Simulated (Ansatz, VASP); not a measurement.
**One calculation of Be2Co, two programs**

The input INCAR:

```
SYSTEM = Be2Co
ALGO = Fast
EDIFF = 1E-6
ENCUT = 520
GGA = PE
ISIF = 2
ISMEAR = 0
ISPIN = 2
LASPH = .TRUE.
LCHARG = .TRUE.
LELF = .TRUE.
LMAXMIX = 4
LORBIT = 11
LREAL = .FALSE.
LVHAR = .TRUE.
LWAVE = .FALSE.
MAGMOM = 0 0 1.19
NBANDS = 18
NELM = 150
PREC = Accurate
SIGMA = 0.002
```

File KPOINTS:

```
k-points
0
G
  6 6 6
  0 0 0
```

POSCAR

```
Be2Co
1.0
    0.0000000000      1.9194920000      5.3325430000
    1.3384940000      0.0000000000      5.3325430000
    1.3384940000      1.9194920000      0.0000000000
Be Co
2 1
Direct
    0.3360580000      0.3360580000      0.6639420000
    0.6639420000      0.6639420000      0.3360580000
    0.0000000000      0.0000000000      0.0000000000
```

Input for Ansatz:

```yaml
crystal:
  lattice:
    - [0.0, 1.919492, 5.332543]
    - [1.338494, 0.0, 5.332543]
    - [1.338494, 1.919492, 0.0]
  atoms:
    - { symbol: Be, position: [0.336058, 0.336058, 0.663942] }
    - { symbol: Be, position: [0.663942, 0.663942, 0.336058] }
    - { symbol: Co, position: [0.0, 0.0, 0.0], spin: 1.19 }
basis:
  ecutwfc: 420
kpoints:
  mp_grid: { grid: [6, 6, 6] }
hamiltonian:
  xc: pbe
scf:
  occupations: { method: gaussian, width: 0.002 }
  lower_state_search: "off"
output:
  forces: true
  stress: true
  eigenvalues: true
  populations: true
magnetization:
  spin_polarized: true
```

Alike in both runs: task single point; functional PBE; k mesh 6 × 6 × 6; occupations gaussian, width 0.002 eV; collinear spin.

|  | VASP | Ansatz |
| --- | --- | --- |
| version | VASP 6.6.1 | Ansatz 0.2.0 |
| potentials or method | VASP PAW PBE potentials, release 64 (Be, Co), cutoff 520 eV | scalar-relativistic, plane waves, PAW |
| valence electrons in the cell | 13 | 21 |

|  | VASP | Ansatz | Ansatz less VASP |
| --- | --- | --- | --- |
| gap on the k mesh at the Fermi level (eV) | none | none | - |
| pressure (GPa) | -0.7 | -0.6 | +0.19 |
| traceless stress, the component that is largest in VASP (GPa) | -2.59 | -2.32 | +0.273 |
| rms of the force components (eV/Å) | 0.051 | 0.052 | +0.0007 |
| net moment per atom (μB) | 0.35 | 0.35 | 0.000 |
| size of the moment on the site where the two differ most (μB) | 1.07 | 1.08 | +0.007 |

Site moments also hang on the region over which each program counts them. Atom by atom the forces differ by 0.001 eV/Å (rms over components). A gap of «none» marks a metal or a gap that the smearing closes. VASP's potentials hold 13 valence electrons a cell and Ansatz's 21, so a difference there can come from the potentials and not from the codes.

The k mesh is coarse, so the values compare programs but aren't converged.
